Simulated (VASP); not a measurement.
# Al2Cu (I4/mcm) in VASP: notebook, part 2 of 2

VASP 6.6.1. Earlier steps stand in the parts before.

## (4) Single point, PBE

This run uses another cell than the first one, of 15.05 Å³/atom.

INCAR

```
SYSTEM = Al2Cu
ALGO = Fast ; EDIFF = 1E-6
ENCUT = 520 ; GGA = PE
ISIF = 2 ; ISMEAR = 0
LASPH = .TRUE. ; LCHARG = .FALSE.
LREAL = .FALSE. ; LWAVE = .FALSE.
NBANDS = 26 ; NELM = 60
PREC = Accurate ; SIGMA = 0.15
```

KPOINTS

```
k-points
0
G
  10 10 10
  0 0 0
```

POSCAR

```
Al2Cu
1.0
   -3.0564000000      3.0564000000      2.4168500000
    3.0564000000     -3.0564000000      2.4168500000
    3.0564000000      3.0564000000     -2.4168500000
Al Cu
4 2
Direct
    0.1587211657      0.6587211657      0.8174423314
    0.6587211657      0.8412788343      0.5000000000
    0.8412788343      0.3412788343      0.1825576686
    0.3412788343      0.1587211657      0.5000000000
    0.7500000000      0.7500000000      0.0000000000
    0.2500000000      0.2500000000      0.0000000000
```

Potentials or basis: VASP PAW PBE potentials, release 64 (Al, Cu).

On the command line:

```sh
> cat potpaw_PBE.64/Al/POTCAR potpaw_PBE.64/Cu/POTCAR > POTCAR
> mpirun -np 1 vasp_std > vasp.out
```

OUTCAR:

```text
SYSTEM = Al2Cu
   EDIFF = 1E-6
   ENCUT = 520
   GGA = PE
   ISIF = 2
   ISMEAR = 0
   LASPH = .TRUE.
   LREAL = .FALSE.
   NELM = 60
   PREC = Accurate

 ion  position               nearest neighbor table
   1  0.159  0.659  0.817-   5 2.60   6 2.60   5 2.60   6 2.60   3 2.74   3 2.89   3 2.89   4 3.10
                             2 3.10   2 3.10   4 3.10   4 3.25   2 3.25   2 3.25   4 3.25
   2  0.659  0.841  0.500-   6 2.60   5 2.60   5 2.60   6 2.60   4 2.74   4 2.89   4 2.89   3 3.10
                             1 3.10   1 3.10   3 3.10   1 3.25   3 3.25   1 3.25   3 3.25
   3  0.841  0.341  0.183-   5 2.60   6 2.60   5 2.60   6 2.60   1 2.74   1 2.89   1 2.89   2 3.10
                             4 3.10   4 3.10   2 3.10   2 3.25   4 3.25   4 3.25   2 3.25
   4  0.341  0.159  0.500-   5 2.60   6 2.60   6 2.60   5 2.60   2 2.74   2 2.89   2 2.89   1 3.10
                             1 3.10   3 3.10   3 3.10   1 3.25   3 3.25   3 3.25   1 3.25
   5  0.750  0.750  0.000-   6 2.42   6 2.42   1 2.60   2 2.60   3 2.60   4 2.60   2 2.60   4 2.60
                             1 2.60   3 2.60
   6  0.250  0.250  0.000-   5 2.42   5 2.42   1 2.60   3 2.60   4 2.60   3 2.60   4 2.60   1 2.60
                             2 2.60   2 2.60

  LATTYP: Found a body centered tetragonal cell.
 ALAT       =     6.1128000000
 C/A-ratio  =     0.7907505562

  Lattice vectors:

 A1 = (  -3.0564000000,   3.0564000000,   2.4168500000)
 A2 = (   3.0564000000,  -3.0564000000,   2.4168500000)
 A3 = (   3.0564000000,   3.0564000000,  -2.4168500000)

Analysis of symmetry for initial positions (statically):
=====================================================================
 Subroutine PRICEL returns:
 Original cell was already a primitive cell.

 Routine SETGRP: Setting up the symmetry group for a
 body centered tetragonal supercell.

 Subroutine GETGRP returns: Found 16 space group operations
 (whereof  8 operations were pure point group operations)
 out of a pool of 16 trial point group operations.

The static configuration has the point symmetry C_4h.
 The point group associated with its full space group is D_4h.

Analysis of symmetry for dynamics (positions and initial velocities):
=====================================================================
 Subroutine PRICEL returns:
 Original cell was already a primitive cell.

 Routine SETGRP: Setting up the symmetry group for a
 body centered tetragonal supercell.

 Subroutine GETGRP returns: Found 16 space group operations
 (whereof  8 operations were pure point group operations)
 out of a pool of 16 trial point group operations.

The dynamic configuration has the point symmetry C_4h.
 The point group associated with its full space group is D_4h.

 Subroutine INISYM returns: Found 16 space group operations
 (whereof  8 operations are pure point group operations),
 and found     1 'primitive' translations

----------------------------------------------------------------------------------------

                                     Primitive cell

  volume of cell :      90.3088

  direct lattice vectors                    reciprocal lattice vectors
    -3.056400000  3.056400000  2.416850000     0.000000000  0.163591153  0.206880857
     3.056400000 -3.056400000  2.416850000     0.163591153  0.000000000  0.206880857
     3.056400000  3.056400000 -2.416850000     0.163591153  0.163591153  0.000000000

  length of vectors
     4.952204140  4.952204140  4.952204140     0.263745625  0.263745625  0.231352827

  position of ions in fractional coordinates (direct lattice)
     0.158721166  0.658721166  0.817442331
     0.658721166  0.841278834  0.500000000
[... 68 lines left out ...]
   number of dos      NEDOS =    301   number of ions     NIONS =      6
   total plane-waves  NPLWV =  64000
   dimension x,y,z NGX =    40 NGY =   40 NGZ =   40
   dimension x,y,z NGXF=    80 NGYF=   80 NGZF=   80
   ions per type =               4   2
   NGX,Y,Z   is equivalent  to a cutoff of  13.43, 13.43, 13.43 a.u.
   NGXF,Y,Z  is equivalent  to a cutoff of  26.86, 26.86, 26.86 a.u.
 SYSTEM =  Al2Cu
   PREC   = accura    normal or accurate (medium, high low for compatibility)
   ISTART =      0    job   : 0-new  1-cont  2-samecut
   ICHARG =      2    charge: 1-file 2-atom 10-const
   ISPIN  =      1    spin polarized calculation?
   LNONCOLLINEAR =      F non collinear calculations
   LSORBIT =      F    spin-orbit coupling
   LASPH  =      T    aspherical Exc in radial PAW
   ENCUT  =  520.0 eV  38.22 Ry    6.18 a.u.   9.21  9.21  9.21*2*pi/ulx,y,z
   NELM   =     60;   NELMIN=  2; NELMDL= -5     # of ELM steps
   EDIFF  = 0.1E-05   stopping-criterion for ELM
   LREAL  =      F    real-space projection
   EDIFFG = 0.1E-04   stopping-criterion for IOM
   NSW    =      0    number of steps for IOM
   IBRION =     -1    ionic relax: 0-MD 1-quasi-New 2-CG
   NFREE  =      0    steps in history (QN), initial steepest desc. (CG)
   ISIF   =      2    stress and relaxation
   ISYM   =      2    0-nonsym 1-usesym 2-fastsym
   POTIM  = 0.5000    time-step for ionic-motion
   TEBEG  =    0.0;   TEEND  =   0.0 temperature during run
   PSTRESS=    0.0 pullay stress
   NELECT =      34.0000    total number of electrons
   NUPDOWN=      -1.0000    fix difference up-down
   EMIN   =  10.00;   EMAX   =-10.00  energy-range for DOS
   EFERMI =   0.00;   METHOD = LEGACY
   ISMEAR =     0;   SIGMA  =   0.15  broadening in eV -4-tet -1-fermi 0-gaus
   EFERMI_NEDOS =   21; number of points for ismear=-14 and -15
   IALGO  =     68    algorithm
   IMIX   =      4    mixing-type and parameters
     AMIX     =   0.40;   BMIX     =  1.00
     AMIX_MAG =   1.60;   BMIX_MAG =  1.00
  volume/ion in A,a.u.               =      15.05       101.57
  Fermi-wavevector in a.u.,A,eV,Ry     =   1.182110  2.233863 19.012555  1.397383
  Thomas-Fermi vector in A             =   2.318370
   LORBIT       =      0    0 simple, 1 ext, 2 COOP (PROOUT), +10 PAW based schemes
   GGA     = PE    functional components
   LHFCALC =     F    Hartree Fock is set to
   AEXX    =    0.0000 exact exchange contribution
   IVDW    =     0    specifies the selected vdW correction
   LEPSILON=     F    determine dielectric tensor
   LRPA    =     F    only Hartree local field effects (RPA)
 non-spin polarized calculation
 RMM-DIIS sequential band-by-band and
 Gauss-broadening in eV      SIGMA  =   0.15
  energy-cutoff  :      520.00
  volume of cell :       90.31
 maximum number of plane-waves:      2450
 NGX is ok and might be reduce to    40
   NGX = 19   NGY = 19   NGZ = 19

 number of electron      33.9999991 magnetization

 Free energy of the ion-electron system (eV)
  ---------------------------------------------------
  ext. energy  EPLUGINS =         0.00000000
  ---------------------------------------------------
  free energy    TOTEN  =       -23.38405446 eV

  energy without entropy =      -23.36265849  energy(sigma->0) =      -23.37335648

 E-fermi :   7.8821     XC(G=0): -10.8148

 val. band max:        7.8815985203   @ k =   0.5000   0.5000   0.2000
 cond. band min:       7.8926753883   @ k =  -0.4000   0.3000   0.0000
 fundamental gap:      0.0110768680
 Fermi energy:         7.8821461612

 k-point     1 :       0.0000    0.0000    0.0000
  band No.  band energies     occupation
      1      -2.8114      2.00000
      2       2.5769      2.00000
      3       2.7994      2.00000
      4       2.8236      2.00000
      5       2.8236      2.00000
      6       3.7103      2.00000
[... 685 lines left out ...]
     25      14.6374      0.00000
     26      14.7672      0.00000

 [... further k-points ...]

------------------------ aborting loop because EDIFF is reached ----------------------------------------

  FORCE on cell =-STRESS in cart. coord.  units (eV):
  Direction    XX          YY          ZZ          XY          YZ          ZX
  --------------------------------------------------------------------------------------
  -------------------------------------------------------------------------------------
  Total       -0.9007524     -0.9007524      0.5587708      0.0000000     -0.0000000      0.0000000
  in kB      -15.9803369    -15.9803369      9.9132078      0.0000000     -0.0000000      0.0000000
  external PRESSURE =      -7.3491553 kB  Pullay stress =       0.0000000 kB

 VOLUME and BASIS-vectors are now :
 -----------------------------------------------------------------------------
  energy-cutoff  :      520.00
  volume of cell :       90.31
      direct lattice vectors                 reciprocal lattice vectors
    -3.056400000  3.056400000  2.416850000     0.000000000  0.163591153  0.206880857
     3.056400000 -3.056400000  2.416850000     0.163591153  0.000000000  0.206880857
     3.056400000  3.056400000 -2.416850000     0.163591153  0.163591153  0.000000000

 POSITION                                       TOTAL-FORCE (eV/Angst)
 -----------------------------------------------------------------------------------
      4.02663      0.97023      0.00000        -0.037841     -0.037841     -0.000000
      2.08617      0.97023      2.41685         0.037841     -0.037841      0.000000
     -0.97023      2.08617      2.41685         0.037841      0.037841      0.000000
      0.97023      2.08617      0.00000        -0.037841      0.037841      0.000000
      0.00000      0.00000      3.62528         0.000000     -0.000000      0.000000
      0.00000      0.00000      1.20843        -0.000000     -0.000000      0.000000
 -----------------------------------------------------------------------------------
    total drift:                               -0.000000     -0.000000      0.000000

  FREE ENERGIE OF THE ION-ELECTRON SYSTEM (eV)
  ---------------------------------------------------
  free  energy   TOTEN  =       -23.3840544625 eV

  energy  without entropy=      -23.3626584888  energy(sigma->0) =      -23.37335648
```

Wall time 5.6 min (1 thread of AMD EPYC 7R13 (Zen 3), shared host); peak memory 0.34 GiB.

Results:

```
Free energy            : -23.3841 eV
Pressure               : -0.7 GPa
Largest force          : 0.054 eV/Å
Band gap on the k mesh : zero (bands 17 and 18 overlap by 4.48 eV)
```

Forces on the atoms (eV/Å):
```
Al  -0.038 -0.038  0.000
Al   0.038 -0.038  0.000
Al   0.038  0.038  0.000
Al  -0.038  0.038  0.000
Cu   0.000  0.000  0.000
Cu   0.000  0.000  0.000
```

## (5) The runs side by side

| cell | gap on the mesh (eV) | pressure (GPa) | largest force (eV/Å) |
| --- | --- | --- | --- |
| a = 4.981 Å, angles 102.5, 102.5, 124.5°, 6 atoms | none | 0.0 | 0.19 |
| a = 4.927 Å, angles 105.1, 105.1, 118.6°, 6 atoms | none | -0.6 | 0.10 |
| a = 4.952 Å, angles 103.8, 103.8, 121.6°, 6 atoms | none | -0.7 | 0.05 |

Alike in all rows: task single point; level PBE; potentials or basis VASP PAW PBE potentials, release 64 (Al, Cu); no spin polarisation; k mesh 10 × 10 × 10; cutoff (eV) 520; smearing gaussian 0.15 eV.

Caveats: the stress differs along the axes, from -4 to 8 GPa (at least some runs).

Total energies depend on the potentials used, so only differences within one code and one set of settings carry meaning.
